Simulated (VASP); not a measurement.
Input of a VASP 6.6.1 run:

POSCAR

```
Al
1.0
   -1.6227799449      1.6227799449      1.6227799449
    1.6227799449     -1.6227799449      1.6227799449
    1.6227799449      1.6227799449     -1.6227799449
Al
1
Direct
    0.0000000000      0.0000000000      0.0000000000
```

File INCAR.step1:

```
PREC = Accurate
ENCUT = 550
ISMEAR = 0
SIGMA = 0.05
LREAL = F
LASPH = T
NELM = 120
NBANDS = 8
GGA = PE
ALGO = Normal
EDIFF = 1E-5
LWAVE = T
LCHARG = F
GGA_COMPAT = F
```

Contents of INCAR.step2:

```
PREC = Accurate
ENCUT = 550
EDIFF = 1E-6
ISMEAR = 0
SIGMA = 0.05
LREAL = F
LASPH = T
NELM = 120
ALGO = Normal
ISIF = 2
LWAVE = F
LCHARG = F
METAGGA = R2SCAN
LMIXTAU = T
NBANDS = 8
ISTART = 1
GGA_COMPAT = F
```

KPOINTS

```
Automatic mesh
0
Gamma
  18 18 18
```

Potentials or basis: VASP PAW PBE potentials, release 64 (Al).

The run is started by

```bash
$ cat potpaw_PBE.64/Al/POTCAR > POTCAR
$ cp INCAR.step1 INCAR
$ mpirun -np 1 vasp_std > vasp.out
$ cp INCAR.step2 INCAR
$ mpirun -np 1 vasp_std > vasp.out
```

Problem. What does it give for the pressure?

Solution. -4.1 GPa.

Caveat: the PAW data sets were made with another functional, which shifts forces and pressure a little.
